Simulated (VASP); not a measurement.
Here is a VASP 6.6.1 calculation.

The input INCAR:

```
PREC     = Accurate       # precision mode
ENCUT    = 600            # plane-wave cutoff, eV
EDIFF    = 1E-6           # SCF threshold, eV
ISMEAR   = 0              # smearing method
SIGMA    = 0.1            # smearing width, eV
LREAL    = False          # projectors in reciprocal space
LASPH    = True           # aspherical terms in the spheres
NELM     = 100            # most SCF steps
ALGO     = Normal         # electronic algorithm
ISIF     = 8              # what is computed and relaxed
LWAVE    = False          # write WAVECAR
LCHARG   = False          # write CHGCAR
IBRION   = 2              # ionic algorithm
NSW      = 80             # ionic steps
EDIFFG   = -0.03          # ionic threshold
```

File KPOINTS:

```
Automatic mesh
0
Gamma
  11 11 11
```

The input POSCAR:

```
Cu3Pd
1.0
    3.6900000000      0.0000000000      0.0000000000
    0.0000000000      3.6900000000      0.0000000000
    0.0000000000      0.0000000000      3.6900000000
Cu Pd
3 1
Direct
    0.0000000000      0.5000000000      0.5000000000
    0.5000000000      0.0000000000      0.5000000000
    0.5000000000      0.5000000000      0.0000000000
    0.0000000000      0.0000000000      0.0000000000
```

Potentials or basis: VASP PAW LDA potentials, release 64 (Cu, Pd).

Command:

```sh
$ cat potpaw_LDA.64/Cu/POTCAR potpaw_LDA.64/Pd/POTCAR > POTCAR
$ mpirun -np 1 vasp_std > vasp.out
```

Problem. Predict the relaxed cell.

Solution. a = 3.618 Å, b = 3.618 Å, c = 3.618 Å, α = 90.00°, β = 90.00°, γ = 90.00°.

Problem. What does it give for the space group after relaxing (to 0.05 Å)?

Solution. Pm-3m (No. 221).

Problem. Estimate the relaxed volume.

Solution. 11.84 Å³/atom.

Final structure:
```yaml
crystal:
  lattice:
    - [3.61755, 0.00000, 0.00000]
    - [0.00000, 3.61755, 0.00000]
    - [0.00000, 0.00000, 3.61755]
  atoms:
    - { symbol: Cu, position: [0.00000, 0.50000, 0.50000] }
    - { symbol: Cu, position: [0.50000, 0.00000, 0.50000] }
    - { symbol: Cu, position: [0.50000, 0.50000, 0.00000] }
    - { symbol: Pd, position: [0.00000, 0.00000, 0.00000] }
```

LDA usually gives volumes a few per cent too small. Zero-point motion and thermal expansion aren't in these numbers.
